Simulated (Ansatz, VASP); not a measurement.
AlN in VASP and in Ansatz

```
CELL_PARAMETERS angstrom
3.08862 0.00000 0.00000
-1.54431 2.67482 0.00000
0.00000 0.00000 4.94316
ATOMIC_POSITIONS crystal
Al 0.33333 0.66667 0.96460
Al 0.66667 0.33333 0.46460
N 0.33333 0.66667 0.41740
N 0.66667 0.33333 0.91740
```

Change from the starting cell: polar distortion scaled by 0.40.

Alike in both runs: task single point; functional LDA; k mesh 9 × 9 × 6; no spin polarisation.

```csv
,VASP,Ansatz
version,VASP 6.6.1,Ansatz 0.2.0
potentials or method,"VASP PAW LDA potentials, release 64 (Al, N), cutoff 520 eV","scalar-relativistic, plane waves, PAW"
occupations,"gaussian, width 0.01 eV",fixed
valence electrons in the cell,16,16
```

Ansatz gave:

```
gap on the k mesh at the Fermi level (eV)                     : 3.28
least direct gap on the mesh (eV)                             : 3.28
pressure (GPa)                                                : 6.0
traceless stress, the component that is largest in VASP (GPa) : -19.09
rms of the force components (eV/Å)                            : 0.714
```

What did VASP give for the same quantities?

gap on the k mesh at the Fermi level (eV): 3.29; least direct gap on the mesh (eV): 3.29; pressure (GPa): 6.8; traceless stress, the component that is largest in VASP (GPa): -19.88; rms of the force components (eV/Å): 0.728.

Ansatz warns that its potentials were made for another functional, while VASP's fit it. LDA's correlation is that of Perdew and Zunger in VASP and of Perdew and Wang (1992) in Ansatz. Atom by atom the forces differ by 0.014 eV/Å (rms over components).
